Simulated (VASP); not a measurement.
Write the native input for VASP 6.6.1 that does the following.

- Task: single point
- Functional: PBE
- Potentials or basis: VASP PAW PBE potentials, release 64 (Cs_sv, O)
- Cutoff: 520 eV
- k mesh: 4 × 4 × 4
- Occupations: gaussian, width 0.1 eV
- Spin: no spin polarisation
- Dipole correction: no
- Further INCAR settings: ALGO = Normal; EDIFF = 1e-07; NBANDS = 42

The structure of Cs5O3 lies in POSCAR:

```
Cs5O3
1.0
    5.6499287600      0.0000000000      0.0000000000
    0.0000000000      5.6499287600      0.0000000000
    0.0000000000      0.0000000000      5.6499287600
Cs O
5 3
Direct
    0.5000000000      0.0000000000      0.0000000000
    0.0000000000      0.5000000000      0.0000000000
    0.0000000000      0.0000000000      0.5000000000
    0.5000000000      0.5000000000      0.5000000000
    0.0000000000      0.0000000000      0.0000000000
    0.0000000000      0.5000000000      0.5000000000
    0.5000000000      0.0000000000      0.5000000000
    0.5000000000      0.5000000000      0.0000000000
```

The cell was generated, and may not be a known phase.

The input as run:

INCAR

```
  PREC = Accurate
  ENCUT = 520
  EDIFF = 1E-7
  ISMEAR = 0
  SIGMA = 0.1
  LREAL = F
  LASPH = T
  NELM = 60
  ALGO = Normal
  ISIF = 2
  LWAVE = F
  LCHARG = F
  GGA = PE
  NBANDS = 42
```

KPOINTS

```
Automatic mesh
0
Gamma
  4 4 4
```

Potentials or basis: VASP PAW PBE potentials, release 64 (Cs_sv, O).

The run is started by

```bash
$ cat potpaw_PBE.64/Cs_sv/POTCAR potpaw_PBE.64/O/POTCAR > POTCAR
$ mpirun -np 1 vasp_std > vasp.out
```

It gave:

- Pressure: 25.3 GPa
- Band gap on the k mesh: zero (an odd number of electrons rules out a gap without spin polarisation)

Caveat: the cell stands under pressure; spin-orbit coupling is left out, which moves the levels of the heavy elements; an odd number of electrons without spin polarisation forces a metal; a magnetic or distorted state may lie lower.

Wall time 58 s on 1 thread of Oxide Virtual Turin-like Processor, on a shared host, peak memory 0.24 GiB.
